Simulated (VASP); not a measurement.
GaP: single point with PBE

The system is GaP.

```xyz
2
Lattice="0.0000 2.5072 2.9433 2.5072 0.0000 2.9433 2.5072 2.5072 0.0000" Properties=species:S:1:pos:R:3 pbc="T T T"
Ga    0.0000    0.0000    0.0000
P     3.7608    3.7608    4.4149
```

This cell differs from its parent crystal: strain -0.080 along x and y, +0.080 along z.

```
Program             : VASP 6.6.1
Task                : single point
Functional          : PBE
Potentials or basis : VASP PAW PBE potentials, release 64 (Ga_d, P)
Cutoff              : 520 eV
k mesh              : 8 × 8 × 8
Occupations         : gaussian, width 0.05 eV
Spin                : no spin polarisation
```

The pressure is 11.2 GPa and the band gap on the k mesh is 0.66 eV, indirect (least direct gap 1.68 eV).

Stress tensor (GPa, compression positive):
```
16.49  0.00  0.00
 0.00 16.49  0.00
 0.00  0.00  0.64
```

Levels at points of the mesh, in eV from the valence-band top:
```csv
k point,band 7,band 8,band 9,band 10,band 11,band 12
"(0.00, 0.00, 0.00)",-1.24,0.00,0.00,1.88,3.52,3.52
"(0.50, 0.00, 0.00)",-7.53,-2.41,-0.81,0.87,4.45,5.04
"(0.50, 0.50, 0.00)",-8.32,-2.51,-2.51,1.99,2.41,10.40
"(0.50, 0.00, 0.50)",-7.14,-3.76,-3.64,0.70,0.84,9.29
```

Run time: 26 s on 1 thread of AMD EPYC 7R13 Processor (Zen 3) (shared host), peak memory 0.15 GiB.

Caveat: the cell differs from its parent crystal (strain -0.080 along x and y, +0.080 along z). A k mesh can miss the band edges.
